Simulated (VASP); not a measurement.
Set up this calculation in VASP 6.6.1, as the native input.

```
Task                   : relaxation of cell and atoms
Functional             : PBE
Potentials or basis    : VASP PAW PBE potentials, release 64 (As)
Cutoff                 : 600 eV
k mesh                 : 17 × 17 × 17
Occupations            : fermi-dirac, width 0.025 eV
Spin                   : no spin polarisation
Dipole correction      : no
Further INCAR settings : ALGO = Normal; EDIFF = 1e-06; IBRION = 2; EDIFFG = -0.005; NSW = 60; ISIF = 3
```

The structure of As lies in POSCAR:

```
As
1.0
   -2.6105541945      2.6105541945      1.4358048070
    2.6105541945     -2.6105541945      1.4358048070
    2.6105541945      2.6105541945     -1.4358048070
As
2
Direct
   -0.3750000000     -0.1250000000     -0.2500000000
    0.3750000000      0.1250000000      0.2500000000
```

These files were run (other wordings do the same):

INCAR

```
  PREC = Accurate
  ENCUT = 600
  EDIFF = 1E-6
  ISMEAR = -1
  SIGMA = 0.025
  LREAL = False
  LASPH = True
  NELM = 100
  ALGO = Normal
  ISIF = 3
  LWAVE = False
  LCHARG = False
  GGA = PE
  IBRION = 2
  NSW = 60
  EDIFFG = -0.005
```

KPOINTS

```
regular mesh
0
Gamma
  17 17 17
```

Potentials or basis: VASP PAW PBE potentials, release 64 (As).

Command:

```bash
$ cat potpaw_PBE.64/As/POTCAR > POTCAR
$ mpirun -np 1 vasp_std > vasp.out
```

It gave:

The relaxed volume is 20.34 Å³/atom, the relaxed cell is a = 4.037 Å, b = 4.037 Å, c = 4.037 Å, α = 97.17°, β = 97.17°, γ = 138.62° and the space group after relaxing (to 0.1 Å) is I4_1/amd (No. 141). The energy gained by relaxing is 12.0 meV/atom and the ionic steps are 7. The pressure after relaxing is 0.0 GPa and the band gap on the k mesh is zero (bands 5 and 6 overlap by 6.28 eV).

Wall time 9.9 min on 1 thread of Oxide Virtual Turin-like Processor, on a shared host, peak memory 0.28 GiB.
